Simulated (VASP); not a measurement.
Set up this calculation in VASP 6.6.1, as the native input.

```
Task                   : single point
Functional             : PBEsol
Potentials or basis    : VASP PAW PBE potentials, release 64 (Ta_pv, K_sv)
Cutoff                 : 520 eV
k mesh                 : 6 × 6 × 1
Occupations            : gaussian, width 0.1 eV
Spin                   : no spin polarisation
Dipole correction      : yes
Further INCAR settings : ALGO = Normal; EDIFF = 1e-06; NBANDS = 46
```

The structure of KTa6 lies in POSCAR:

```
KTa6
1.0
    4.6392671641      0.0000000000      0.0000000000
   -2.3196335821      4.0177232191      0.0000000000
    0.0000000000      0.0000000000     19.9438808552
Ta K
6 1
Direct
    0.6666666667      0.3333333333      0.2005627706
    0.3333333333      0.6666666666      0.2480453268
    0.0000000000      0.0000000000      0.2955278831
    0.6666666667      0.3333333333      0.3400187737
    0.3333333333      0.6666666666      0.3814681521
    0.0000000000      0.0000000000      0.4233820346
    0.2222222222      0.1111111111      0.5862252672
```

The input as run:

INCAR

```
SYSTEM = KTa6
PREC = Accurate
ENCUT = 520
EDIFF = 1E-6
ISMEAR = 0
SIGMA = 0.1
LREAL = .False.
LASPH = .True.
NELM = 60
ALGO = Normal
ISIF = 2
LWAVE = .False.
LCHARG = .True.
LDIPOL = .True.
IDIPOL = 3
DIPOL = 0.5 0.5 0.354
GGA = PS
LELF = .True.
LVHAR = .True.
LVACPOTAV = .True.
NBANDS = 46
```

KPOINTS

```
Automatic mesh
0
Gamma
  6 6 1
  0 0 0
```

Potentials or basis: VASP PAW PBE potentials, release 64 (Ta_pv, K_sv).

Launch:

```sh
$ cat potpaw_PBE.64/Ta_pv/POTCAR potpaw_PBE.64/K_sv/POTCAR > POTCAR
$ mpirun -np 1 vasp_std > vasp.out
```

It gave:

The largest force is 1.814 eV/Å and the band gap on the k mesh is zero (an odd number of electrons rules out a gap without spin polarisation).

Caveat: the PAW data sets were made with another functional, which shifts forces and pressure a little; spin-orbit coupling is left out, which moves the levels of the heavy elements.

It took 4.2 min on 1 thread of Intel(R) Xeon(R) 6975P-C (Granite Rapids) (shared host), peak memory 0.54 GiB.
